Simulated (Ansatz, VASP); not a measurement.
# One calculation of ZnSe, two programs

The input POSCAR:

```
ZnSe
1.0
    0.0000000000      2.6063096149      2.8329452336
    2.6063096149      0.0000000000      2.8329452336
    2.6063096149      2.6063096149      0.0000000000
Zn Se
1 1
Direct
    0.0000000000      0.0000000000      0.0000000000
    0.7500000000      0.7500000000      0.7500000000
```

File INCAR.step1:

```
PREC     = Accurate       # precision mode
ENCUT    = 520            # plane-wave cutoff, eV
ISMEAR   = 0              # smearing method
SIGMA    = 0.05           # smearing width, eV
LREAL    = False          # projectors in reciprocal space
LASPH    = True           # aspherical terms in the spheres
NELM     = 80             # most SCF steps
NBANDS   = 16             # bands
GGA      = PE             # functional
ALGO     = Normal         # electronic algorithm
EDIFF    = 1E-4           # SCF threshold, eV
LWAVE    = True           # write WAVECAR
LCHARG   = False          # write CHGCAR
```

INCAR.step2

```
PREC     = Accurate       # precision mode
ENCUT    = 520            # plane-wave cutoff, eV
EDIFF    = 1E-7           # SCF threshold, eV
ISMEAR   = 0              # smearing method
SIGMA    = 0.05           # smearing width, eV
LREAL    = False          # projectors in reciprocal space
LASPH    = True           # aspherical terms in the spheres
NELM     = 80             # most SCF steps
ALGO     = Normal         # electronic algorithm
ISIF     = 2              # what is computed and relaxed
LWAVE    = False          # write WAVECAR
LCHARG   = False          # write CHGCAR
METAGGA  = R2SCAN         # meta-GGA
LMIXTAU  = True         
NBANDS   = 16             # bands
ISTART   = 1
```

KPOINTS

```
regular mesh
0
Gamma
  8 8 8
```

Input for Ansatz:

```yaml
crystal:
  lattice:
    - [0.0, 2.6063096149, 2.8329452336]
    - [2.6063096149, 0.0, 2.8329452336]
    - [2.6063096149, 2.6063096149, 0.0]
  atoms:
    - { symbol: Zn, position: [0.0, 0.0, 0.0] }
    - { symbol: Se, position: [0.75, 0.75, 0.75] }
basis:
  ecutwfc: 500
kpoints:
  mp_grid: { grid: [8, 8, 8] }
hamiltonian:
  xc: r2scan
scf:
  occupations: { method: gaussian, width: 0.05 }
output:
  forces: true
  stress: true
  eigenvalues: true
```

Change from the starting cell: strain -0.080 along x and y, +0.000 along z, atoms carried along.

Alike in both runs: task single point; functional r2SCAN; k mesh 8 × 8 × 8; occupations gaussian, width 0.05 eV; no spin polarisation.

|  | VASP | Ansatz |
| --- | --- | --- |
| version | VASP 6.6.1 | Ansatz 0.2.0 |
| potentials or method | VASP PAW PBE potentials, release 64 (Zn, Se), cutoff 520 eV | scalar-relativistic, plane waves, PAW |
| valence electrons in the cell | 18 | 28 |

VASP gave:

* gap on the k mesh at the Fermi level (eV): 2.48
* least direct gap on the mesh (eV): 2.48
* pressure (GPa): 15.7
* traceless stress, the component that is largest in VASP (GPa): -2.13

Which values does Ansatz return?

gap on the k mesh at the Fermi level (eV): 2.46; least direct gap on the mesh (eV): 2.46; pressure (GPa): 15.5; traceless stress, the component that is largest in VASP (GPa): -2.12.

VASP's potentials were made for PBE, not for r2SCAN. The functional is the same, so the differences come from potentials, cutoffs and numerics. VASP's potentials hold 18 valence electrons a cell and Ansatz's 28, so a difference there can come from the potentials and not from the codes.
